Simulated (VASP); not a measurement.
# Sr (P6_3/mmc) in VASP: notebook

Sr is run at these levels: PBE; tasks: single point, relaxation of cell and atoms.

Everything below comes from runs of VASP 6.6.1. Logs are shortened: lines on timing, memory, paths and dates and some standing lists are left out, and cuts for length are marked.

## 1. The cell of the first run

The structure is hexagonal, space group P6_3/mmc (No. 194). Conventional cell: a = 3.269 Å, b = 3.269 Å, c = 4.968 Å, α = 90.00°, β = 90.00°, γ = 120.00°. Sr (site symmetry -6m2) has 12 Sr at 3.12 to 3.27 Å within 4.1 Å.

This isn't the form of Sr at room conditions, which is fcc.

## 2. Single point, PBE

Input file INCAR:

```
SYSTEM = Sr
PREC = Accurate
ENCUT = 520
EDIFF = 1E-6
ISMEAR = -1
SIGMA = 0.05
LREAL = .False.
LASPH = .True.
NELM = 100
ALGO = Normal
ISIF = 2
LWAVE = .False.
LCHARG = .True.
GGA = PE
LELF = .True.
LVHAR = .True.
NBANDS = 17
```

Input file KPOINTS:

```
Automatic mesh
0
Gamma
  14 14 8
  0 0 0
```

Input file POSCAR:

```
Sr
1.0
    3.2691896275      0.0000000000      0.0000000000
   -1.6345948138      2.8312012672      0.0000000000
    0.0000000000      0.0000000000      4.9683194354
Sr
2
Direct
    0.3333333333      0.6666666667      0.2500000000
    0.6666666667      0.3333333333      0.7500000000
```

Potentials or basis: VASP PAW PBE potentials, release 64 (Sr_sv).

Started as:

```sh
$ cat potpaw_PBE.64/Sr_sv/POTCAR > POTCAR
$ mpirun -np 1 vasp_std > vasp.out
```

OUTCAR:

```text
SYSTEM = Sr
   PREC = Accurate
   ENCUT = 520
   EDIFF = 1E-6
   ISMEAR = -1
   LREAL = .False.
   LASPH = .True.
   NELM = 100
   ISIF = 2
   GGA = PE

 ion  position               nearest neighbor table
   1  0.333  0.667  0.250-   2 3.12   2 3.12   2 3.12   2 3.12   2 3.12   2 3.12   2 4.52   2 4.52
                             2 4.52   2 4.52   2 4.52   2 4.52
   2  0.667  0.333  0.750-   1 3.12   1 3.12   1 3.12   1 3.12   1 3.12   1 3.12   1 4.52   1 4.52
                             1 4.52   1 4.52   1 4.52   1 4.52

  LATTYP: Found a hexagonal cell.
 ALAT       =     3.2691896275
 C/A-ratio  =     1.5197403643

  Lattice vectors:

 A1 = (   3.2691896275,   0.0000000000,   0.0000000000)
 A2 = (  -1.6345948138,   2.8312012672,   0.0000000000)
 A3 = (   0.0000000000,   0.0000000000,   4.9683194354)

Analysis of symmetry for initial positions (statically):
=====================================================================
 Subroutine PRICEL returns:
 Original cell was already a primitive cell.

 Routine SETGRP: Setting up the symmetry group for a
 hexagonal supercell.

 Subroutine GETGRP returns: Found 24 space group operations
 (whereof 12 operations were pure point group operations)
 out of a pool of 24 trial point group operations.

The static configuration has the point symmetry D_3d.
 The point group associated with its full space group is D_6h.

Analysis of symmetry for dynamics (positions and initial velocities):
=====================================================================
 Subroutine PRICEL returns:
 Original cell was already a primitive cell.

 Routine SETGRP: Setting up the symmetry group for a
 hexagonal supercell.

 Subroutine GETGRP returns: Found 24 space group operations
 (whereof 12 operations were pure point group operations)
 out of a pool of 24 trial point group operations.

The dynamic configuration has the point symmetry D_3d.
 The point group associated with its full space group is D_6h.

 Subroutine INISYM returns: Found 24 space group operations
 (whereof 12 operations are pure point group operations),
 and found     1 'primitive' translations

----------------------------------------------------------------------------------------

                                     Primitive cell

  volume of cell :      45.9854

  direct lattice vectors                    reciprocal lattice vectors
     3.269189627  0.000000000  0.000000000     0.305886202  0.176603481  0.000000000
    -1.634594814  2.831201267  0.000000000     0.000000000  0.353206963  0.000000000
     0.000000000  0.000000000  4.968319435     0.000000000  0.000000000  0.201275303

  length of vectors
     3.269189627  3.269189628  4.968319435     0.353206963  0.353206963  0.201275303

  position of ions in fractional coordinates (direct lattice)
     0.333333333  0.666666667  0.250000000
     0.666666667  0.333333333  0.750000000

  ion indices of the primitive-cell ions
   primitive index   ion index
                 1           1
                 2           2

----------------------------------------------------------------------------------------

 KPOINTS: Automatic mesh

Automatic generation of k-mesh.
 Grid dimensions read from file:
 generate k-points for:   14   14    8

 Generating k-lattice:

  Cartesian coordinates                     Fractional coordinates (reciprocal lattice)
     0.021849014  0.012614534  0.000000000     0.071428571 -0.000000000  0.000000000
     0.000000000  0.025229069  0.000000000     0.000000000  0.071428571  0.000000000
     0.000000000  0.000000000  0.025159413     0.000000000  0.000000000  0.125000000

  Length of vectors
     0.025229069  0.025229069  0.025159413

  Shift w.r.t. Gamma in fractional coordinates (k-lattice)
     0.000000000  0.000000000  0.000000000

 Subroutine IBZKPT returns following result:
 ===========================================

 Found    120 irreducible k-points:

 Following reciprocal coordinates:
            Coordinates               Weight
  0.000000  0.000000  0.000000      1.000000
  0.071429 -0.000000  0.000000      6.000000
  0.142857  0.000000  0.000000      6.000000
  0.214286  0.000000  0.000000      6.000000
  0.285714  0.000000  0.000000      6.000000
  0.357143  0.000000  0.000000      6.000000
[... 16 lines left out ...]
  0.285714  0.285714  0.000000      6.000000
  0.357143  0.285714  0.000000      6.000000
 [... further k-points ...]
   k-points           NKPTS =    120   k-points in BZ     NKDIM =    120   number of bands    NBANDS=     17
   number of dos      NEDOS =    301   number of ions     NIONS =      2
   total plane-waves  NPLWV =  23040
   dimension x,y,z NGX =    24 NGY =   24 NGZ =   40
   dimension x,y,z NGXF=    48 NGYF=   48 NGZF=   80
   ions per type =               2
   NGX,Y,Z   is equivalent  to a cutoff of  12.20, 12.20, 13.38 a.u.
   NGXF,Y,Z  is equivalent  to a cutoff of  24.41, 24.41, 26.77 a.u.
 SYSTEM =  Sr
   PREC   = accura    normal or accurate (medium, high low for compatibility)
   ISTART =      0    job   : 0-new  1-cont  2-samecut
   ICHARG =      2    charge: 1-file 2-atom 10-const
   ISPIN  =      1    spin polarized calculation?
   LNONCOLLINEAR =      F non collinear calculations
   LSORBIT =      F    spin-orbit coupling
   LASPH  =      T    aspherical Exc in radial PAW
   ENCUT  =  520.0 eV  38.22 Ry    6.18 a.u.   6.08  6.08  9.24*2*pi/ulx,y,z
   NELM   =    100;   NELMIN=  2; NELMDL= -5     # of ELM steps
   EDIFF  = 0.1E-05   stopping-criterion for ELM
   LREAL  =      F    real-space projection
   EDIFFG = 0.1E-04   stopping-criterion for IOM
   NSW    =      0    number of steps for IOM
   IBRION =     -1    ionic relax: 0-MD 1-quasi-New 2-CG
   NFREE  =      0    steps in history (QN), initial steepest desc. (CG)
   ISIF   =      2    stress and relaxation
   ISYM   =      2    0-nonsym 1-usesym 2-fastsym
   POTIM  = 0.5000    time-step for ionic-motion
   TEBEG  =    0.0;   TEEND  =   0.0 temperature during run
   PSTRESS=    0.0 pullay stress
   NELECT =      20.0000    total number of electrons
   NUPDOWN=      -1.0000    fix difference up-down
   EMIN   =  10.00;   EMAX   =-10.00  energy-range for DOS
   EFERMI =   0.00;   METHOD = LEGACY
   ISMEAR =    -1;   SIGMA  =   0.05  broadening in eV -4-tet -1-fermi 0-gaus
   EFERMI_NEDOS =   21; number of points for ismear=-14 and -15
   IALGO  =     38    algorithm
   IMIX   =      4    mixing-type and parameters
     AMIX     =   0.40;   BMIX     =  1.00
     AMIX_MAG =   1.60;   BMIX_MAG =  1.00
  volume/ion in A,a.u.               =      22.99       155.16
  Fermi-wavevector in a.u.,A,eV,Ry     =   1.240351  2.343924 20.932174  1.538471
  Thomas-Fermi vector in A             =   2.374796
   LORBIT       =      0    0 simple, 1 ext, 2 COOP (PROOUT), +10 PAW based schemes
   GGA     = PE    functional components
   LHFCALC =     F    Hartree Fock is set to
   AEXX    =    0.0000 exact exchange contribution
   IVDW    =     0    specifies the selected vdW correction
   LEPSILON=     F    determine dielectric tensor
   LRPA    =     F    only Hartree local field effects (RPA)
 non-spin polarized calculation
  energy-cutoff  :      520.00
  volume of cell :       45.99
 maximum number of plane-waves:      1264
   NGX = 13   NGY = 13   NGZ = 19

 number of electron      20.0000000 magnetization

 Free energy of the ion-electron system (eV)
  ---------------------------------------------------
  ext. energy  EPLUGINS =         0.00000000
  ---------------------------------------------------
  free energy    TOTEN  =         0.66912481 eV

  energy without entropy =        0.67809853  energy(sigma->0) =        0.67361167

 E-fermi :   5.7080     XC(G=0): -10.6104

 val. band max:        5.6585635721   @ k =   0.1429   0.1429   0.2500
 cond. band min:       5.7111231402   @ k =   0.2857   0.1429   0.1250
 fundamental gap:      0.0525595681
 Fermi energy:         5.7080466793

 k-point     1 :       0.0000    0.0000    0.0000
  band No.  band energies     occupation
      1     -30.1689      2.00000
      2     -29.5453      2.00000
      3     -13.5987      2.00000
      4     -11.3184      2.00000
      5     -11.3184      2.00000
      6     -10.8832      2.00000
[... 9 lines left out ...]
     16      10.1226      0.00000
     17      10.2836      0.00000

 k-point     2 :       0.0714   -0.0000    0.0000
  band No.  band energies     occupation
      1     -30.1503      2.00000
      2     -29.5395      2.00000
      3     -13.5598      2.00000
      4     -11.4153      2.00000
      5     -11.3517      2.00000
      6     -10.9839      2.00000
[... 9 lines left out ...]
     16       9.9887      0.00000
     17      10.0802      0.00000

 k-point     3 :       0.1429    0.0000    0.0000
  band No.  band energies     occupation
      1     -30.0967      2.00000
      2     -29.5241      2.00000
      3     -13.4461      2.00000
      4     -11.6827      2.00000
      5     -11.4398      2.00000
      6     -11.2509      2.00000
[... 9 lines left out ...]
     16      10.0179      0.00000
     17      10.4882      0.00000

 k-point     4 :       0.2143    0.0000    0.0000
  band No.  band energies     occupation
      1     -30.0153      2.00000
      2     -29.5046      2.00000
      3     -13.2662      2.00000
      4     -12.0579      2.00000
      5     -11.6042      2.00000
      6     -11.5574      2.00000
[... 9 lines left out ...]
     16      10.0369      0.00000
     17      11.1811      0.00000
[... 343 lines left out ...]
      1     -29.6475      2.00000
      2     -29.5164      2.00000
      3     -12.9182      2.00000
      4     -12.4115      2.00000
      5     -12.2665      2.00000
      6     -12.1933      2.00000
[... 9 lines left out ...]
     16      13.6640      0.00000
     17      14.3572      0.00000

 k-point    23 :       0.2857    0.2857    0.0000
  band No.  band energies     occupation
      1     -29.6378      2.00000
      2     -29.5203      2.00000
      3     -12.8379      2.00000
      4     -12.4632      2.00000
      5     -12.2347      2.00000
      6     -12.1766      2.00000
[... 9 lines left out ...]
     16      13.4059      0.00000
     17      14.2010      0.00000

 k-point    24 :       0.3571    0.2857    0.0000
  band No.  band energies     occupation
      1     -29.5966      2.00000
      2     -29.5451      2.00000
      3     -12.8523      2.00000
      4     -12.3545      2.00000
      5     -12.3355      2.00000
      6     -12.0785      2.00000
[... 9 lines left out ...]
     16      13.9239      0.00000
     17      14.3582      0.00000

 [... further k-points ...]

------------------------ aborting loop because EDIFF is reached ----------------------------------------

  FORCE on cell =-STRESS in cart. coord.  units (eV):
  Direction    XX          YY          ZZ          XY          YZ          ZX
  --------------------------------------------------------------------------------------
  -------------------------------------------------------------------------------------
  Total        9.6193315      9.6193315      9.6457527     -0.0000000     -0.0000000     -0.0000000
  in kB      335.1468246    335.1468246    336.0673622     -0.0000000     -0.0000000     -0.0000000
  external PRESSURE =     335.4536705 kB  Pullay stress =       0.0000000 kB

 VOLUME and BASIS-vectors are now :
 -----------------------------------------------------------------------------
  energy-cutoff  :      520.00
  volume of cell :       45.99
      direct lattice vectors                 reciprocal lattice vectors
     3.269189627  0.000000000  0.000000000     0.305886202  0.176603481  0.000000000
    -1.634594814  2.831201267  0.000000000     0.000000000  0.353206963  0.000000000
     0.000000000  0.000000000  4.968319435     0.000000000  0.000000000  0.201275303

 POSITION                                       TOTAL-FORCE (eV/Angst)
 -----------------------------------------------------------------------------------
     -0.00000      1.88747      1.24208        -0.000000      0.000000      0.000000
      1.63459      0.94373      3.72624         0.000000      0.000000      0.000000
 -----------------------------------------------------------------------------------
    total drift:                               -0.000000      0.000000     -0.000000

  FREE ENERGIE OF THE ION-ELECTRON SYSTEM (eV)
  ---------------------------------------------------
  free  energy   TOTEN  =         0.6691248147 eV

  energy  without entropy=        0.6780985252  energy(sigma->0) =        0.67361167
```

Wall time 27 s (1 thread of Intel Xeon 6975P-C (Granite Rapids), shared host); peak memory 0.21 GiB.

Results:

```
Free energy            : 0.6691 eV
Pressure               : 33.5 GPa
Band gap on the k mesh : zero (bands 10 and 11 overlap by 1.16 eV)
```

Caveat: the cell stands under pressure.

## 3. Relaxation of cell and atoms, PBE, target pressure 33 GPa, at which the enthalpy is minimised

Input file INCAR:

```
SYSTEM = Sr
ALGO = Normal
EDIFF = 1E-6
EDIFFG = -0.005
ENCUT = 600
GGA = PE
IBRION = 2
ISIF = 3
ISMEAR = -1
LASPH = .True.
LCHARG = .False.
LREAL = .False.
LWAVE = .False.
NELM = 100
NSW = 32
PREC = Accurate
PSTRESS = 330.0
SIGMA = 0.05
```

Input file KPOINTS:

```
k-points
0
Gamma
  14 14 8
  0 0 0
```

POSCAR is that of step 2.

Potentials or basis: VASP PAW PBE potentials, release 64 (Sr_sv).

Started as:

```sh
$ cat potpaw_PBE.64/Sr_sv/POTCAR > POTCAR
$ mpirun -np 1 vasp_std > vasp.out
```

Wall time 2 min (1 thread of Intel Xeon 6975P-C (Granite Rapids), shared host); peak memory 0.25 GiB.

It converged, with:

```
Free energy                                                : 0.6012 eV
Relaxed volume                                             : 23.16 Å³/atom
Relaxed cell                                               : a = 3.272 Å, b = 3.272 Å, c = 4.994 Å, α = 90.00°, β = 90.00°, γ = 120.00°
Space group after relaxing (to 0.1 Å)                      : P6_3/mmc (No. 194)
Energy change on relaxing (the run minimises the enthalpy) : -34.0 meV/atom
Ionic steps                                                : 7
Pressure after relaxing                                    : 33.0 GPa
Band gap on the k mesh                                     : zero (bands 10 and 11 overlap by 1.16 eV)
```

Step by step:
```
step  energy change (eV)  largest force (eV/Å)  pressure (GPa)  volume (Å³)
   1              0.0000                0.0000           33.54        45.99
   2             -0.1070                0.0000           32.63        46.50
   3             -0.0641                0.0000           32.99        46.29
   4             -0.0628                0.0000           32.99        46.29
   5             -0.0646                0.0000           33.01        46.30
   6             -0.0697                0.0000           33.01        46.32
   7             -0.0679                0.0000           33.01        46.31
```

Final structure:
```cif
data_structure
_symmetry_space_group_name_H-M 'P 1'
_symmetry_Int_Tables_number 1
_cell_length_a 3.2724
_cell_length_b 3.2724
_cell_length_c 4.9939
_cell_angle_alpha 90.000
_cell_angle_beta 90.000
_cell_angle_gamma 120.000
_cell_volume 46.31
loop_
_atom_site_label
_atom_site_type_symbol
_atom_site_fract_x
_atom_site_fract_y
_atom_site_fract_z
_atom_site_occupancy
Sr1 Sr 0.33333 0.66667 0.25000 1
Sr2 Sr 0.66667 0.33333 0.75000 1
```

Levels at points of the mesh, in eV from the Fermi level:
```csv
k point,band 6,band 7,band 8,band 9,band 10,band 11,band 12,band 13,band 14
"(0.00, 0.00, 0.00)",-16.60,-16.60,-16.44,-3.82,-1.86,2.84,2.84,3.82,4.11
"(0.50, 0.00, 0.00)",-17.57,-17.24,-16.80,-1.69,-0.80,-0.74,2.32,2.37,3.73
"(0.00, 0.00, 0.50)",-16.81,-16.81,-16.81,-1.85,-1.85,2.37,2.37,2.69,2.69
"(0.50, 0.00, 0.50)",-17.20,-17.10,-17.10,-1.64,-1.64,0.65,0.65,4.42,4.42
```

Caveat: the cell is relaxed towards a set pressure, so the run minimises the enthalpy, not the energy.

The gap in the log of VASP goes by the Fermi energy; the results here count the filled bands.